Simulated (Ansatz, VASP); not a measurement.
**Two plane-wave programs on Ba**

Contents of INCAR:

```
SYSTEM = Ba
  PREC = Accurate
  ENCUT = 520
  EDIFF = 1E-7
  ISMEAR = 0
  SIGMA = 0.15
  LREAL = .False.
  LASPH = .True.
  NELM = 80
  ALGO = Fast
  ISIF = 2
  LWAVE = .False.
  LCHARG = .False.
  GGA = PE
  NBANDS = 11
```

KPOINTS

```
Automatic mesh
0
Gamma
  14 14 14
  0 0 0
```

File POSCAR:

```
Ba
1.0
   -2.4625000000      2.4625000000      2.5750000000
    2.4625000000     -2.4625000000      2.5750000000
    2.4625000000      2.4625000000     -2.5750000000
Ba
1
Direct
    0.0000000000      0.0000000000      0.0000000000
```

Input for Ansatz:

```yaml
crystal:
  lattice:
    - [-2.4625, 2.4625, 2.575]
    - [2.4625, -2.4625, 2.575]
    - [2.4625, 2.4625, -2.575]
  atoms:
    - { symbol: Ba, position: [0.0, 0.0, 0.0] }
basis:
  ecutwfc: 420
kpoints:
  mp_grid: { grid: [14, 14, 14] }
hamiltonian:
  xc: pbe
scf:
  occupations: { method: gaussian, width: 0.15 }
output:
  forces: true
  stress: true
  eigenvalues: true
```

Change from the starting cell: strain -0.015 along x and y, +0.030 along z, atoms carried along.

Alike in both runs: task single point; functional PBE; k mesh 14 × 14 × 14; occupations gaussian, width 0.15 eV; no spin polarisation.

|  | VASP | Ansatz |
| --- | --- | --- |
| version | VASP 6.6.1 | Ansatz 0.2.0 |
| potentials or method | VASP PAW PBE potentials, release 64 (Ba_sv), cutoff 520 eV | scalar-relativistic, plane waves, PAW |
| valence electrons in the cell | 10 | 10 |

Ansatz gave:

| Item | Value |
| --- | --- |
| gap on the k mesh at the Fermi level (eV) | none |
| pressure (GPa) | 0.1 |
| traceless stress, the component that is largest in VASP (GPa) | -0.12 |

**Question.** Estimate VASP's values.

**Answer.** gap on the k mesh at the Fermi level (eV): none; pressure (GPa): 0.2; traceless stress, the component that is largest in VASP (GPa): -0.12.

A gap of «none» marks a metal or a gap that the smearing closes. The functional is the same, so the differences come from potentials, cutoffs and numerics.

Neither program's run includes spin-orbit coupling.
